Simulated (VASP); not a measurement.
# In4P5 in VASP: notebook

The runs below take In4P5 through single point, with PBEsol.

Everything below comes from runs of VASP 6.6.1. Logs are shortened: lines on timing, memory, paths and dates and some standing lists are left out, and cuts for length are marked.

**1. The cell of the first run**

The cell holds a slab with vacuum, 9 atoms: a = 4.157 Å, b = 4.157 Å, c = 26.756 Å, α = 90.00°, β = 90.00°, γ = 90.00°.

**2. Single point, PBEsol**

Contents of INCAR:

```
SYSTEM = In4P5
PREC = Accurate
ENCUT = 520
EDIFF = 1E-6
ISMEAR = 0
SIGMA = 0.05
LREAL = .FALSE.
LASPH = .TRUE.
NELM = 80
ALGO = Normal
ISIF = 2
LWAVE = .FALSE.
LCHARG = .FALSE.
LDIPOL = .TRUE.
IDIPOL = 3
DIPOL = 0.5 0.5 0.500
GGA = PS
NBANDS = 48
```

Contents of KPOINTS:

```
Automatic mesh
0
G
  8 8 1
  0 0 0
```

Contents of POSCAR:

```
In4P5
1.0
    4.1565024009      0.0000000000      0.0000000000
    0.0000000000      4.1565024009      0.0000000000
    0.0000000000      0.0000000000     26.7563641348
P In
5 4
Direct
    0.0000000000      0.5000000000      0.2803071435
    0.5000000000      0.0000000000      0.3901535717
    0.0000000000      0.5000000000      0.5000000000
    0.5000000000      0.0000000000      0.6098464283
    0.0000000000      0.5000000000      0.7196928565
    0.5000000000      0.5000000000      0.3352303576
    0.0000000000      0.0000000000      0.4450767859
    0.5000000000      0.5000000000      0.5549232141
    0.0000000000      0.0000000000      0.6647696424
```

Potentials or basis: VASP PAW PBE potentials, release 64 (P, In_d).

Launch:

```bash
$ cat potpaw_PBE.64/P/POTCAR potpaw_PBE.64/In_d/POTCAR > POTCAR
$ mpirun -np 1 vasp_std > vasp.out
```

OUTCAR:

```text
SYSTEM = In4P5
   PREC = Accurate
   ENCUT = 520
   EDIFF = 1E-6
   ISMEAR = 0
   LREAL = .FALSE.
   LASPH = .TRUE.
   NELM = 80
   ISIF = 2
   GGA = PS

 ion  position               nearest neighbor table
   1  0.000  0.500  0.280-   6 2.55   6 2.55
   2  0.500  0.000  0.390-   6 2.55   6 2.55   7 2.55   7 2.55
   3  0.000  0.500  0.500-   7 2.55   8 2.55   7 2.55   8 2.55
   4  0.500  0.000  0.610-   9 2.55   9 2.55   8 2.55   8 2.55
   5  0.000  0.500  0.720-   9 2.55   9 2.55
   6  0.500  0.500  0.335-   1 2.55   1 2.55   2 2.55   2 2.55
   7  0.000  0.000  0.445-   3 2.55   3 2.55   2 2.55   2 2.55
   8  0.500  0.500  0.555-   3 2.55   3 2.55   4 2.55   4 2.55
   9  0.000  0.000  0.665-   4 2.55   5 2.55   5 2.55   4 2.55

  LATTYP: Found a simple tetragonal cell.
 ALAT       =     4.1565024009
 C/A-ratio  =     6.4372305256

  Lattice vectors:

 A1 = (   4.1565024009,   0.0000000000,   0.0000000000)
 A2 = (   0.0000000000,   4.1565024009,   0.0000000000)
 A3 = (   0.0000000000,   0.0000000000,  26.7563641348)

Analysis of symmetry for initial positions (statically):
=====================================================================
 Subroutine PRICEL returns:
 Original cell was already a primitive cell.

 Routine SETGRP: Setting up the symmetry group for a
 simple tetragonal supercell.

 Subroutine GETGRP returns: Found  8 space group operations
 (whereof  4 operations were pure point group operations)
 out of a pool of 16 trial point group operations.

The static configuration has the point symmetry C_2v.
 The point group associated with its full space group is D_2d.

Analysis of symmetry for dynamics (positions and initial velocities):
=====================================================================
 Subroutine PRICEL returns:
 Original cell was already a primitive cell.

 Routine SETGRP: Setting up the symmetry group for a
 simple tetragonal supercell.

 Subroutine GETGRP returns: Found  8 space group operations
 (whereof  4 operations were pure point group operations)
 out of a pool of 16 trial point group operations.

The dynamic configuration has the point symmetry C_2v.
 The point group associated with its full space group is D_2d.

 Subroutine INISYM returns: Found  8 space group operations
 (whereof  4 operations are pure point group operations),
 and found     1 'primitive' translations

----------------------------------------------------------------------------------------

[... 111 lines left out ...]
   ISMEAR =     0;   SIGMA  =   0.05  broadening in eV -4-tet -1-fermi 0-gaus
   EFERMI_NEDOS =   21; number of points for ismear=-14 and -15
   IALGO  =     38    algorithm
   IMIX   =      4    mixing-type and parameters
     AMIX     =   0.40;   BMIX     =  1.00
     AMIX_MAG =   1.60;   BMIX_MAG =  1.00
  volume/ion in A,a.u.               =      51.36       346.61
  Fermi-wavevector in a.u.,A,eV,Ry     =   0.900763  1.702196 11.039421  0.811375
  Thomas-Fermi vector in A             =   2.023761
   LORBIT       =      0    0 simple, 1 ext, 2 COOP (PROOUT), +10 PAW based schemes
   GGA     = PS    functional components
   LHFCALC =     F    Hartree Fock is set to
   AEXX    =    0.0000 exact exchange contribution
   IVDW    =     0    specifies the selected vdW correction
   LEPSILON=     F    determine dielectric tensor
   LRPA    =     F    only Hartree local field effects (RPA)
 non-spin polarized calculation
 Gauss-broadening in eV      SIGMA  =   0.05
  energy-cutoff  :      520.00
  volume of cell :      462.26
 maximum number of plane-waves:     12488
 NGX is ok and might be reduce to    32
   NGX = 15   NGY = 15   NGZ = 99

 dipolmoment           0.000000      0.000000      0.000000 electrons x Angstroem

 number of electron      77.0000012 magnetization

 dipolmoment           0.000000      0.000000     -0.000000 electrons x Angstroem

 Free energy of the ion-electron system (eV)
  ---------------------------------------------------
  ext. energy  EPLUGINS =         0.00000000
  ---------------------------------------------------
  free energy    TOTEN  =       -37.97830346 eV

  energy without entropy =      -37.97111681  energy(sigma->0) =      -37.97471014

 E-fermi :  -0.9129     XC(G=0):  -5.1979

 val. band max:       -0.9290508946   @ k =   0.1250   0.1250   0.0000
 cond. band min:      -0.8954244735   @ k =   0.1250   0.0000   0.0000
 fundamental gap:      0.0336264211
 Fermi energy:        -0.9129182471

 k-point     1 :       0.0000    0.0000    0.0000
  band No.  band energies     occupation
      1     -15.0957      2.00000
      2     -15.0043      2.00000
      3     -14.9247      2.00000
      4     -14.9247      2.00000
      5     -14.8726      2.00000
      6     -14.8726      2.00000
[... 754 lines left out ...]
     47       3.2845      0.00000
     48       3.2845      0.00000

------------------------ aborting loop because EDIFF is reached ----------------------------------------

 vacuum level on the upper side and lower side of the slab       (xc-potential included)        -0.135        -0.135

  FORCE on cell =-STRESS in cart. coord.  units (eV):
  Direction    XX          YY          ZZ          XY          YZ          ZX
  --------------------------------------------------------------------------------------
  -------------------------------------------------------------------------------------
  Total       -2.6158691     -2.6158691      0.0554962      0.0000000      0.0000000      0.0000000
  in kB       -9.0665785     -9.0665785      0.1923493      0.0000000      0.0000000      0.0000000
  external PRESSURE =      -5.9802692 kB  Pullay stress =       0.0000000 kB

 VOLUME and BASIS-vectors are now :
 -----------------------------------------------------------------------------
  energy-cutoff  :      520.00
  volume of cell :      462.26
      direct lattice vectors                 reciprocal lattice vectors
     4.156502401  0.000000000  0.000000000     0.240586893  0.000000000  0.000000000
     0.000000000  4.156502401  0.000000000     0.000000000  0.240586893  0.000000000
     0.000000000  0.000000000 26.756364135     0.000000000  0.000000000  0.037374286

 POSITION                                       TOTAL-FORCE (eV/Angst)
 -----------------------------------------------------------------------------------
      0.00000      2.07825      7.50000         0.000000      0.000000      0.130814
      2.07825      0.00000     10.43909         0.000000      0.000000      0.286646
      0.00000      2.07825     13.37818         0.000000      0.000000     -0.000000
      2.07825      0.00000     16.31727         0.000000      0.000000     -0.286646
      0.00000      2.07825     19.25636         0.000000      0.000000     -0.130814
      2.07825      2.07825      8.96955         0.000000      0.000000     -0.335726
      0.00000      0.00000     11.90864         0.000000      0.000000     -0.133912
      2.07825      2.07825     14.84773         0.000000      0.000000      0.133912
      0.00000      0.00000     17.78682         0.000000      0.000000      0.335726
 -----------------------------------------------------------------------------------
    total drift:                                0.000000      0.000000     -0.000000

  FREE ENERGIE OF THE ION-ELECTRON SYSTEM (eV)
  ---------------------------------------------------
  free  energy   TOTEN  =       -37.9783034648 eV

  energy  without entropy=      -37.9711168106  energy(sigma->0) =      -37.97471014

 vacuum level on the upper side and lower side of the slab         5.187         5.187
```

stdout:

```text
POSCAR found type information on POSCAR P In
 POSCAR found :  2 types and       9 ions
 scaLAPACK will be used
 -----------------------------------------------------------------------------
|                                                                             |
|                                                                             |
|     You enforced a specific xc type in the INCAR file but a different       |
|     I HOPE YOU KNOW WHAT YOU ARE DOING!                                     |
|                                                                             |
 -----------------------------------------------------------------------------

 LDA part: xc-table for (Slater+PW92), standard interpolation
 POSCAR, INCAR and KPOINTS ok, starting setup
 FFT: planning ... GRIDC
 FFT: planning ... GRID_SOFT
 FFT: planning ... GRID
 WAVECAR not read
 entering main loop
```

It took 9.6 min on 1 thread of Intel Xeon 6975P-C, shared host; peak memory 0.6 GiB.

Results:

* Free energy: -37.9783 eV
* Largest force: 0.336 eV/Å

Forces on the atoms (eV/Å):
```
P    0.000  0.000  0.131
P    0.000  0.000  0.287
P    0.000  0.000  0.000
P    0.000  0.000 -0.287
P    0.000  0.000 -0.131
In   0.000  0.000 -0.336
In   0.000  0.000 -0.134
In   0.000  0.000  0.134
In   0.000  0.000  0.336
```

Levels at points of the mesh, in eV from the Fermi level:
| k point | band 37 | band 38 | band 39 | band 40 | band 41 | band 42 |
| --- | --- | --- | --- | --- | --- | --- |
| (0.00, 0.00, 0.00) | 0.04 | 0.29 | 0.83 | 0.83 | 1.82 | 2.04 |
| (0.50, 0.00, 0.00) | -0.42 | -0.27 | -0.12 | 0.96 | 2.21 | 2.24 |
| (0.50, 0.50, 0.00) | -0.75 | -0.66 | -0.56 | -0.56 | 2.40 | 2.63 |

Caveat: the PAW data sets were made with another functional, which shifts forces and pressure a little; spin-orbit coupling is left out, which moves the levels of the heavy elements.

(Part 1 of 2 ends here.)
